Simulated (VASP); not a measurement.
Si3N4:

```
Si N
1.0
     7.60930    0.00000    0.00000
    -3.80465    6.58985    0.00000
     0.00000    0.00000    2.90790
Si N
6 8
Direct
  0.17391 0.76777 0.25000
  0.40614 0.17391 0.75000
  0.23223 0.40614 0.25000
  0.82609 0.23223 0.75000
  0.59386 0.82609 0.25000
  0.76777 0.59386 0.75000
  0.33333 0.66667 0.25000
  0.66667 0.33333 0.75000
  0.32978 0.02978 0.25000
  0.30000 0.32978 0.75000
  0.97022 0.30000 0.25000
  0.67022 0.97022 0.75000
  0.70000 0.67022 0.25000
  0.02978 0.70000 0.75000
```

Base run:

```yaml
Program: VASP 6.6.1
Functional: PBE
Potentials_or_basis: VASP PAW PBE potentials, release 64 (Si, N)
Cutoff: 520 eV
k_mesh: 4 × 4 × 10
Occupations: fermi-dirac, width 0.02 eV
Spin: no spin polarisation
```

Its results: band gap on the k mesh 4.32 eV (least direct gap 4.51 eV); pressure 4.7 GPa; largest force 0.009 eV/Å.

**Question.** The run is repeated on the same cell with these changes: functional from PBE to r2SCAN; further incar settings from ALGO = Normal; EDIFF = 1e-07; NBANDS = 45 to ALGO = Normal; EDIFF = 1e-08; NBANDS = 45. What comes out?

**Answer.** Band gap on the k mesh 4.98 eV (least direct gap 5.18 eV); pressure -0.8 GPa; largest force 0.051 eV/Å.

Caveats: the cell stands under pressure (at least some runs); the PAW data sets were made with another functional, which shifts forces and pressure a little (at least some runs).

A k mesh can miss the band edges.
